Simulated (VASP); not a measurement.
## ZnS: single point with PBE

The system is ZnS.

```
CELL_PARAMETERS angstrom
1.94846 1.12495 3.00553
-1.94846 1.12495 3.00553
0.00000 -2.24989 3.00553
ATOMIC_POSITIONS crystal
Zn 0.98506 0.98506 0.98506
S 0.76494 0.76494 0.76494
```

| Property | Result |
| --- | --- |
| Program | VASP 6.6.1 |
| Task | single point |
| Functional | PBE |
| Potentials or basis | VASP PAW PBE potentials, release 64 (Zn, S) |
| Cutoff | 520 eV |
| k mesh | 6 × 6 × 6 |
| Occupations | gaussian, width 0.1 eV |
| Spin | no spin polarisation |
| Dipole correction | no |
| Further INCAR settings | ALGO = Normal; EDIFF = 1e-07; NBANDS = 16 |

The pressure is 9.2 GPa. The largest force is 4.570 eV/Å and the band gap on the k mesh is 2.09 eV.

Forces in eV/Å, atoms in the order of the input:
```
Zn   0.000  0.000  4.570
S    0.000  0.000 -4.570
```

Stress tensor (GPa, compression positive):
```
-3.02  0.00  0.00
 0.00 -3.02  0.00
 0.00  0.00 33.75
```

Levels at points of the mesh, in eV from the valence-band top:
```
           k point  band 5  band 6  band 7  band 8  band 9  band 10  band 11  band 12  band 13  band 14
(0.00, 0.00, 0.00)   -6.15   -6.15   -0.34    0.00    0.00     2.09     5.95     5.95     7.51    11.62
(0.50, 0.00, 0.00)   -6.09   -5.96   -5.06   -1.14   -0.42     3.20     5.86     7.95     8.69    11.85
(0.50, 0.50, 0.00)   -6.11   -5.96   -4.63   -2.48   -1.95     3.27     3.98    10.57    11.71    12.61
(0.50, 0.50, 0.50)   -6.20   -6.20   -5.58   -1.32   -1.32     3.37     6.93     6.93     9.22    11.63
```

Run time: 20 s on 1 thread of Intel(R) Xeon(R) Platinum 8259CL CPU @ 2.50GHz (Skylake/Cascade Lake), with other jobs on the host, peak memory 0.16 GiB.

Caveat: the cell stands under pressure; forces of over 1 eV/Å act on the atoms, so gaps and moduli don't describe the material at rest.
